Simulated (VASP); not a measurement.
Set up this calculation in VASP 6.6.1, as the native input.

- Task: single point
- Functional: r2SCAN
- Potentials or basis: VASP PAW PBE potentials, release 64 (Cu)
- Cutoff: 520 eV
- k mesh: 24 × 24 × 2
- Occupations: gaussian, width 0.15 eV
- Spin: no spin polarisation
- Dipole correction: no
- Further INCAR settings: ALGO = Normal; EDIFF = 1e-06; NBANDS = 42

The system is Cu, a slab with vacuum.

```
CELL_PARAMETERS angstrom
2.42892 0.00000 0.00000
-1.21446 2.10351 0.00000
0.00000 0.00000 25.31930
ATOMIC_POSITIONS crystal
Cu 0.00000 0.00000 0.37343
Cu 0.66667 0.33333 0.28940
Cu 0.33333 0.66667 0.45779
Cu 0.00000 0.00000 0.62657
Cu 0.66667 0.33333 0.54221
Cu 0.33333 0.66667 0.71060
```

This cell differs from its parent crystal: strain -0.030 along x and y, +0.030 along z.

These files were run (other wordings do the same):

POSCAR

```
Cu
1.0
    2.4289240002      0.0000000000      0.0000000000
   -1.2144620001      2.1035098881      0.0000000000
    0.0000000000      0.0000000000     25.3193029404
Cu
6
Direct
    0.0000000000      0.0000000000      0.3734320076
    0.6666666667      0.3333333333      0.2894029604
    0.3333333333      0.6666666667      0.4577928645
    0.0000000000      0.0000000000      0.6265679924
    0.6666666667      0.3333333333      0.5422071355
    0.3333333333      0.6666666667      0.7105970396
```

INCAR.step1

```
SYSTEM = Cu
  PREC = Accurate
  ENCUT = 520
  ISMEAR = 0
  SIGMA = 0.15
  LREAL = .FALSE.
  LASPH = .TRUE.
  NELM = 80
  NBANDS = 42
  GGA = PE
  ALGO = Normal
  EDIFF = 1E-4
  LWAVE = .TRUE.
  LCHARG = .FALSE.
```

INCAR.step2

```
SYSTEM = Cu
  PREC = Accurate
  ENCUT = 520
  EDIFF = 1E-6
  ISMEAR = 0
  SIGMA = 0.15
  LREAL = .FALSE.
  LASPH = .TRUE.
  NELM = 80
  ALGO = Normal
  ISIF = 2
  LWAVE = .FALSE.
  LCHARG = .TRUE.
  METAGGA = R2SCAN
  LMIXTAU = .TRUE.
  LELF = .TRUE.
  LVHAR = .TRUE.
  NBANDS = 42
  ISTART = 1
```

KPOINTS

```
Automatic mesh
0
G
  24 24 2
  0 0 0
```

Potentials or basis: VASP PAW PBE potentials, release 64 (Cu).

Command:

```console
$ cat potpaw_PBE.64/Cu/POTCAR > POTCAR
$ cp INCAR.step1 INCAR
$ mpirun -np 1 vasp_std > vasp.out
$ cp INCAR.step2 INCAR
$ mpirun -np 1 vasp_std > vasp.out
```

It gave:

```yaml
Largest_force: 0.037 eV/Å
Band_gap_on_the_k_mesh: zero (bands 33 and 34 overlap by 6.09 eV)
```

Caveat: the cell differs from its parent crystal (strain -0.030 along x and y, +0.030 along z); the PAW data sets were made with another functional, which shifts forces and pressure a little.

Wall time 110 min on 1 thread of Oxide Virtual Turin-like Processor, on a shared host, peak memory 0.54 GiB.
